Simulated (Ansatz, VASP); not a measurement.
One calculation of Ba3SiS, two programs

The input INCAR:

```
SYSTEM = Ba3SiS
PREC = Accurate ; ENCUT = 600
EDIFF = 1E-7 ; ISMEAR = 0
SIGMA = 0.01 ; LREAL = .False.
LASPH = .True. ; NELM = 60
ALGO = Normal ; ISIF = 3
LWAVE = .False. ; LCHARG = .False.
GGA = PE ; IBRION = 2
NSW = 100 ; EDIFFG = -0.01
```

The input KPOINTS:

```
regular mesh
0
Gamma
  6 6 6
  0 0 0
```

POSCAR

```
Ba3SiS
1.0
    5.9329732970      0.0000000000      0.0000000000
    0.0000000000      5.9329732970      0.0000000000
    0.0000000000      0.0000000000      5.9329732970
Ba Si S
3 1 1
Direct
    0.5000000000      0.5000000000      0.0000000000
    0.5000000000      0.0000000000      0.5000000000
    0.0000000000      0.5000000000      0.5000000000
    0.0000000000      0.0000000000      0.0000000000
    0.5000000000      0.5000000000      0.5000000000
```

Input for Ansatz:

```yaml
crystal:
  lattice:
    - [5.932973297, 0.0, 0.0]
    - [0.0, 5.932973297, 0.0]
    - [0.0, 0.0, 5.932973297]
  atoms:
    - { symbol: Ba, position: [0.5, 0.5, 0.0] }
    - { symbol: Ba, position: [0.5, 0.0, 0.5] }
    - { symbol: Ba, position: [0.0, 0.5, 0.5] }
    - { symbol: Si, position: [0.0, 0.0, 0.0] }
    - { symbol: S, position: [0.5, 0.5, 0.5] }
basis:
  ecutwfc: 420
kpoints:
  mp_grid: { grid: [6, 6, 6] }
hamiltonian:
  xc: pbe
scf:
  occupations: { method: gaussian, width: 0.01 }
output:
  forces: true
  stress: true
  eigenvalues: true
relax:
  adjacent_minimum: "off"
  f_tol: 0.01
  max_steps: 80
  cell: { stress_tol: 0.05 }
```

Change from the starting cell: species swapped into the Pr3AlN type (Pm-3m, No. 221).

Alike in both runs: task relaxation of cell and atoms; functional PBE; k mesh 6 × 6 × 6; occupations gaussian, width 0.01 eV; no spin polarisation.

|  | VASP | Ansatz |
| --- | --- | --- |
| version | VASP 6.6.1 | Ansatz 0.2.0 |
| potentials or method | VASP PAW PBE potentials, release 64 (Ba_sv, Si, S), cutoff 600 eV | scalar-relativistic, plane waves, PAW |
| valence electrons in the cell | 40 | 40 |

```tsv
	VASP	Ansatz	Ansatz less VASP
gap on the k mesh at the Fermi level, each at its own relaxed structure (eV)	0.05	0.05	-0.002
relaxed volume (Å³/atom)	42.70	41.94	-0.761
relaxed length of the cell vector where the two differ most in proportion (Å)	5.977	5.941	-0.0357
```

Spin-orbit coupling is off throughout.
